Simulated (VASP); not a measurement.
# Sr8YZr6O24 (a cell with a defect) in VASP: single point with PBEsol

Aim: the single point of Sr8YZr6O24 (a cell with a defect) with PBEsol.

Program: VASP 6.6.1. These are calculated values, not measurements. Logs are shortened: lines on timing, memory, paths and dates and some standing lists are left out, and cuts for length are marked.

**1. The cell of the first run**

The cell holds a defect, 39 atoms: a = 8.260 Å, b = 8.260 Å, c = 8.260 Å, α = 90.00°, β = 90.00°, γ = 90.00°.

**2. Single point, PBEsol, collinear spin**

File INCAR:

```
SYSTEM = Sr8YZr6O24
PREC = Accurate
ENCUT = 520
EDIFF = 1E-6
ISMEAR = -1
SIGMA = 0.05
LREAL = Auto
LASPH = .True.
NELM = 150
ALGO = Normal
ISIF = 2
LWAVE = .False.
LCHARG = .False.
ISPIN = 2
MAGMOM = 0 0 0 0 0 0 0 0 0.077 0 0 0 0 0 0 0.077 0.077 0 0 0 0 0.077 0.077 0.077 0 0 0.077 0.077 0 0 0.077 0.077 0 0.077 0 0 0.077 0 0.077
LORBIT = 11
NUPDOWN = 1.0
LMAXMIX = 4
GGA = PS
ISYM = 0
NBANDS = 182
```

File KPOINTS:

```
Automatic mesh
0
Gamma
  1 1 1
  0.25 0.25 0.25
```

File POSCAR:

```
Sr8YZr6O24
1.0
    8.2600000000      0.0000000000      0.0000000000
    0.0000000000      8.2600000000      0.0000000000
    0.0000000000      0.0000000000      8.2600000000
Sr Y Zr O
8 1 6 24
Direct
    0.9709610000      0.0035000000      0.9909320000
    0.0055980000      0.9771310000      0.5131080000
    0.9725080000      0.5362370000      0.9800340000
    0.0066630000      0.4847010000      0.5042870000
    0.4922690000      0.0099910000      0.9962920000
    0.5289060000      0.9638560000      0.5199810000
    0.4878500000      0.5212290000      0.9888260000
    0.5354480000      0.4961330000      0.5086990000
    0.2527090000      0.2505840000      0.2504970000
    0.2497840000      0.2493550000      0.7491210000
    0.2473860000      0.7489470000      0.2507550000
    0.2491890000      0.7490890000      0.7481550000
    0.7498940000      0.2478610000      0.2475380000
    0.7516150000      0.2490490000      0.7517550000
    0.7504750000      0.7503840000      0.2490050000
    0.2220980000      0.1846250000      0.9900530000
    0.2828280000      0.3190670000      0.5103270000
    0.2962800000      0.7776080000      0.9990370000
    0.1980720000      0.7207040000      0.4995200000
    0.8076510000      0.2752830000      0.0004170000
    0.7008760000      0.2218730000      0.5002150000
    0.7209890000      0.7113310000      0.0128060000
    0.7762820000      0.7853600000      0.4864830000
    0.9914380000      0.2066520000      0.3066840000
    0.0016800000      0.2152940000      0.7060810000
    0.0001320000      0.7925850000      0.2112180000
    0.0137580000      0.7892970000      0.7875310000
    0.5118600000      0.2930580000      0.1948140000
    0.5003390000      0.2820940000      0.7923750000
    0.4985330000      0.7103790000      0.2883600000
    0.4847950000      0.7101500000      0.7112710000
    0.3035000000      0.9894600000      0.2968650000
    0.2871780000      0.0002810000      0.7051160000
    0.2032320000      0.5093840000      0.1991570000
    0.2124830000      0.4988810000      0.7938020000
    0.7115700000      0.0000380000      0.2116070000
    0.7214850000      0.0112490000      0.7862530000
    0.7855040000      0.4980740000      0.2875380000
    0.7817350000      0.4862870000      0.7151100000
```

Potentials or basis: VASP PAW PBE potentials, release 64 (Sr_sv, Y_sv, Zr_sv, O).

Started as:

```bash
cat potpaw_PBE.64/Sr_sv/POTCAR potpaw_PBE.64/Y_sv/POTCAR potpaw_PBE.64/Zr_sv/POTCAR potpaw_PBE.64/O/POTCAR > POTCAR
mpirun -np 1 vasp_std > vasp.out
```

OUTCAR:

```text
SYSTEM = Sr8YZr6O24
   PREC = Accurate
   ENCUT = 520
   EDIFF = 1E-6
   ISMEAR = -1
   LREAL = Auto
   LASPH = .True.
   NELM = 150
   ISIF = 2
   ISPIN = 2
   LORBIT = 11
   NUPDOWN = 1.0
   GGA = PS
   ISYM = 0

 ion  position               nearest neighbor table
   1  0.971  0.004  0.991-  27 2.47  26 2.53  16 2.56  20 2.62  37 2.67  36 2.81  25 2.94  24 3.11
                            22 3.18  18 3.27  14 3.36  13 3.45  15 3.50  33 3.52  10 3.66  12 3.70
   2  0.006  0.977  0.513-  23 2.48  25 2.53  24 2.55  19 2.65  27 2.75  33 2.82  26 2.92  32 3.04
                            21 3.23  37 3.27  12 3.37  36 3.48  11 3.50  15 3.56  10 3.60  14 3.65
   3  0.973  0.536  0.980-  35 2.53  22 2.55  20 2.56  34 2.64  27 2.65  39 2.73  26 2.86  38 2.99
                            18 3.34  15 3.38  12 3.46  25 3.49  14 3.54  11 3.64  13 3.73  10 3.81
   4  0.007  0.485  0.504-  19 2.51  39 2.55  38 2.56  17 2.66  25 2.78  24 2.82  35 2.94  34 3.01
                            23 3.13  21 3.33  27 3.44  10 3.45   9 3.50  26 3.51  14 3.52  13 3.58
   5  0.492  0.010  0.996-  18 2.51  36 2.54  37 2.57  16 2.66  29 2.81  28 2.86  32 2.94  33 2.94
                            22 3.11  20 3.40  31 3.42  30 3.46  10 3.48   9 3.50  14 3.55  13 3.56
   6  0.529  0.964  0.520-  33 2.53  23 2.53  21 2.57  32 2.63  31 2.65  37 2.74  30 2.85  36 2.98
                            15 3.39  19 3.40  29 3.47  12 3.47  14 3.55  11 3.67  13 3.73  10 3.80
   7  0.488  0.521  0.989-  22 2.49  28 2.55  29 2.56  18 2.64  31 2.77  35 2.79  34 2.92  30 2.93
                            39 3.33  20 3.33  12 3.37  11 3.49  38 3.49  16 3.54  10 3.58  15 3.59
   8  0.535  0.496  0.509-  31 2.47  17 2.55  30 2.56  21 2.65  39 2.66  38 2.76  29 2.95  28 3.09
                            23 3.11  19 3.35  14 3.37  13 3.46  15 3.49  10 3.70  12 3.72   9 3.76
   9  0.253  0.251  0.250-  34 2.22  28 2.22  32 2.23  17 2.23  16 2.23  24 2.24   4 3.50   5 3.50
                             7 3.67   2 3.74   8 3.76   1 3.77   6 3.97   3 3.99  13 4.11  11 4.12
  10  0.250  0.249  0.749-  17 2.07  16 2.07  25 2.10  33 2.11  35 2.12  29 2.12   4 3.45   5 3.48
                             7 3.58   2 3.60   1 3.66   8 3.70   6 3.80   3 3.81   9 4.12
  11  0.247  0.749  0.251-  34 2.06  32 2.08  26 2.10  19 2.11  30 2.12  18 2.13   7 3.49   2 3.50
                             4 3.62   5 3.63   3 3.64   6 3.67   1 3.77   8 3.82   9 4.12
  12  0.249  0.749  0.748-  31 2.00  27 2.00  19 2.11  18 2.12  35 2.12  33 2.13   2 3.37   7 3.37
                             3 3.46   6 3.47   4 3.58   5 3.59   1 3.70   8 3.72
  13  0.750  0.248  0.248-  28 2.05  24 2.08  36 2.09  20 2.11  38 2.11  21 2.14   1 3.45   8 3.46
                             5 3.56   4 3.58   6 3.73   3 3.73   2 3.78   7 3.79   9 4.11
  14  0.752  0.249  0.752-  39 2.00  37 2.00  20 2.12  25 2.12  29 2.12  21 2.13   1 3.36   8 3.37
                             4 3.52   3 3.54   5 3.55   6 3.55   2 3.65   7 3.69
  15  0.750  0.750  0.249-  22 1.99  23 1.99  36 2.11  26 2.11  38 2.13  30 2.13   3 3.38   6 3.39
                             8 3.49   1 3.50   2 3.56   7 3.59   5 3.67   4 3.71
  16  0.222  0.185  0.990-  10 2.07   9 2.23   1 2.56   5 2.66   7 3.54
  17  0.283  0.319  0.510-  10 2.07   9 2.23   8 2.55   4 2.66
  18  0.296  0.778  0.999-  12 2.12  11 2.13   5 2.51   7 2.64   1 3.27   3 3.34
  19  0.198  0.721  0.500-  11 2.11  12 2.11   4 2.51   2 2.65   8 3.35   6 3.40
  20  0.808  0.275  0.000-  13 2.11  14 2.12   3 2.56   1 2.62   7 3.33   5 3.40
[... 902 lines left out ...]
 k-point     1 :       0.2500    0.2500    0.2500
  band No.  band energies     occupation
      1     -44.2530      1.00000
      2     -44.2455      1.00000
      3     -44.2294      1.00000
      4     -44.1798      1.00000
      5     -44.1694      1.00000
      6     -44.1675      1.00000
[... 661 lines left out ...]
    164       7.8746      0.00000
    165       7.9176      0.00000
 [bands above 165 left out]

------------------------ aborting loop because EDIFF is reached ----------------------------------------

  FORCE on cell =-STRESS in cart. coord.  units (eV):
  Direction    XX          YY          ZZ          XY          YZ          ZX
  --------------------------------------------------------------------------------------
  -------------------------------------------------------------------------------------
  Total       -4.3666756     -3.4437988     -5.5378242     -2.2384723      2.2054123     -1.8791691
  in kB      -12.4142754     -9.7905752    -15.7438016     -6.3638828      6.2698945     -5.3423988
  external PRESSURE =     -12.6495507 kB  Pullay stress =       0.0000000 kB

 VOLUME and BASIS-vectors are now :
 -----------------------------------------------------------------------------
  energy-cutoff  :      520.00
  volume of cell :      563.56
      direct lattice vectors                 reciprocal lattice vectors
     8.260000000  0.000000000  0.000000000     0.121065375  0.000000000  0.000000000
     0.000000000  8.260000000  0.000000000     0.000000000  0.121065375  0.000000000
     0.000000000  0.000000000  8.260000000     0.000000000  0.000000000  0.121065375

 POSITION                                       TOTAL-FORCE (eV/Angst)
 -----------------------------------------------------------------------------------
      8.02014      0.02891      8.18510        -0.016971     -0.040878     -0.054559
      0.04624      8.07110      4.23827        -0.044698     -0.028179      0.055830
      8.03292      4.42932      8.09508        -0.042986      0.045182     -0.027928
      0.05504      4.00363      4.16541        -0.078833      0.005567     -0.011623
      4.06614      0.08253      8.22937         0.029101     -0.034683     -0.037014
      4.36876      7.96145      4.29504         0.020567     -0.054142      0.031814
[... 31 lines left out ...]
      6.48826      4.11409      2.37506         0.023739      0.078205     -0.045722
      6.45713      4.01673      5.90681         0.060888      0.052571     -0.020380
 -----------------------------------------------------------------------------------
    total drift:                                0.005669     -0.002848      0.012344

  FREE ENERGIE OF THE ION-ELECTRON SYSTEM (eV)
  ---------------------------------------------------
  free  energy   TOTEN  =      -316.3530252332 eV

  energy  without entropy=     -316.1683899685  energy(sigma->0) =     -316.26070760

 total charge

# of ion       s       p       d       f       tot
--------------------------------------------------
    1        2.002   5.763   0.219   0.000   7.984
    2        2.001   5.761   0.211   0.000   7.972
    3        2.001   5.762   0.212   0.000   7.975
    4        2.000   5.758   0.209   0.000   7.967
    5        2.000   5.758   0.207   0.000   7.964
    6        2.001   5.762   0.212   0.000   7.975
[... 31 lines left out ...]
   38        1.559   3.443   0.000   0.000   5.002
   39        1.577   3.341   0.000   0.000   4.918
--------------------------------------------------
tot         69.004 171.090  11.800   0.183 252.077

 magnetization (x)

# of ion       s       p       d       f       tot
--------------------------------------------------
    1       -0.000  -0.000  -0.002   0.000  -0.003
    2       -0.000  -0.001  -0.002   0.000  -0.003
    3       -0.001  -0.002  -0.003   0.000  -0.006
    4        0.000  -0.000  -0.001   0.000  -0.002
    5        0.000  -0.001  -0.002   0.000  -0.002
    6       -0.001  -0.002  -0.003   0.000  -0.005
[... 31 lines left out ...]
   38       -0.001  -0.035   0.000   0.000  -0.036
   39        0.005   0.358   0.000   0.000   0.363
--------------------------------------------------
tot          0.008   0.866  -0.028  -0.008   0.839
```

OSZICAR:

```text
N       E                     dE             d eps       ncg     rms          rms(c)
DAV:   1     0.268685368870E+04    0.26869E+04   -0.16574E+05  2912   0.167E+03
DAV:   2    -0.104035583501E+03   -0.27909E+04   -0.27187E+04  3520   0.438E+02
DAV:   3    -0.341544999883E+03   -0.23751E+03   -0.23397E+03  3552   0.121E+02
[... 23 lines left out ...]
DAV:  27    -0.316353019570E+03   -0.18053E-05   -0.85914E-05  3672   0.216E-02    0.405E-02
DAV:  28    -0.316353020781E+03   -0.12111E-05   -0.35718E-05  3544   0.133E-02    0.269E-02
DAV:  29    -0.316353022780E+03   -0.19990E-05   -0.13800E-05  3216   0.945E-03    0.174E-02
DAV:  30    -0.316353024922E+03   -0.21423E-05   -0.10831E-05  3064   0.779E-03    0.781E-03
DAV:  31    -0.316353025233E+03   -0.31067E-06   -0.24366E-06  2208   0.433E-03
   1 F= -.31635303E+03 E0= -.31626071E+03  d E =-.184635E+00  mag=     1.0000
```

It took 47 min on 1 thread of Intel Xeon Platinum 8259CL at 2.50GHz (Skylake/Cascade Lake), shared host; peak memory 1.1 GiB.

What came out:

```
Free energy                                           : -316.3530 eV
Pressure                                              : -1.3 GPa
Largest force                                         : 0.223 eV/Å
Net moment                                            : 1.00 μB per cell
Site moments                                          : Sr -0.00, -0.01 (each value once); Y -0.01; Zr +0.01, +0.00, -0.00 (each value once); O -0.15, -0.02, -0.01, -0.04, -0.07, +0.36, -0.16, +0.35, -0.12, -0.03, -0.06, +0.34, -0.17, -0.05, -0.14, +0.37 (each value once) μB
Valence electrons inside the program's atomic spheres : Sr 7.98, 7.97, 7.96 (each value once); Y 10.08; Zr 9.72, 9.84, 9.73, 9.85 (each value once); O 4.99, 5.00, 5.01, 4.92, 4.98, 4.93, 4.97, 4.91 (each value once)
```

Forces in eV/Å, atoms in the order of the input:
```
Sr  -0.017 -0.041 -0.055
Sr  -0.045 -0.028  0.056
Sr  -0.043  0.045 -0.028
Sr  -0.079  0.006 -0.012
Sr   0.029 -0.035 -0.037
Sr   0.021 -0.054  0.032
Sr   0.065  0.056 -0.058
Sr   0.040  0.056  0.054
Y   -0.078 -0.059  0.037
Zr   0.108 -0.011  0.017
Zr   0.148  0.044 -0.047
Zr   0.043  0.026  0.064
Zr   0.119  0.112  0.151
Zr  -0.086  0.006 -0.066
Zr  -0.102 -0.108  0.049
O   -0.032 -0.013  0.006
O   -0.016 -0.033 -0.029
O   -0.035  0.016  0.081
O    0.010  0.006 -0.087
O   -0.028 -0.017  0.082
O    0.002 -0.004 -0.107
O   -0.036 -0.028 -0.126
O    0.046  0.020  0.121
O    0.013  0.010 -0.036
O   -0.005  0.044  0.033
O    0.034 -0.004  0.017
O   -0.083  0.011  0.006
O   -0.068  0.008 -0.009
O    0.043 -0.030 -0.017
O   -0.030 -0.038 -0.033
O    0.074 -0.004 -0.013
O   -0.056  0.038 -0.021
O   -0.022  0.031 -0.003
O   -0.005 -0.032 -0.001
O   -0.005 -0.055 -0.012
O    0.052 -0.032  0.023
O   -0.061 -0.041  0.032
O    0.024  0.078 -0.046
O    0.061  0.053 -0.020
```

Caveat: the k points lie up to 0.38 Å⁻¹ apart; the PAW data sets were made with another functional, which shifts forces and pressure a little; the total moment is fixed, so each spin has its own Fermi level and the state may be an excited one.
